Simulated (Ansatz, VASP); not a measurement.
Ni in VASP and in Ansatz

```xyz
2
Lattice="2.5012 0.0000 0.0000 0.0000 2.5012 0.0000 0.0000 0.0000 3.5356" Properties=species:S:1:pos:R:3 pbc="T T T"
Ni    0.0000    0.0000    0.0000
Ni    1.2506    1.2506    1.7678
```

Alike in both runs: functional revPBE; k mesh 13 × 13 × 9; occupations fermi-dirac, width 0.05 eV; collinear spin.

Ansatz relaxed the structure, and its values are those at the end. VASP's run is a single point on that final structure, the one shown.

|  | VASP | Ansatz |
| --- | --- | --- |
| version | VASP 6.6.1 | Ansatz 0.2.0 |
| potentials or method | VASP PAW PBE potentials, release 64 (Ni), cutoff 520 eV | plane waves (420 eV) with PAW, scalar-relativistic |
| valence electrons in the cell | 20 | 36 |

VASP gave:

- pressure (GPa): 0.2
- net moment per atom (μB): 0.00
- size of the moment on the site where the two differ most (μB): 0.13

Q: Estimate Ansatz's values.

A: Pressure (GPa): 0.0; net moment per atom (μB): 0.00; size of the moment on the site where the two differ most (μB): 0.14.

VASP's potentials were made for PBE, not for revPBE. Site moments also hang on the region over which each program counts them. The functional is the same, so the differences come from potentials, cutoffs and numerics. VASP's potentials hold 20 valence electrons a cell and Ansatz's 36, so a difference there can come from the potentials and not from the codes.
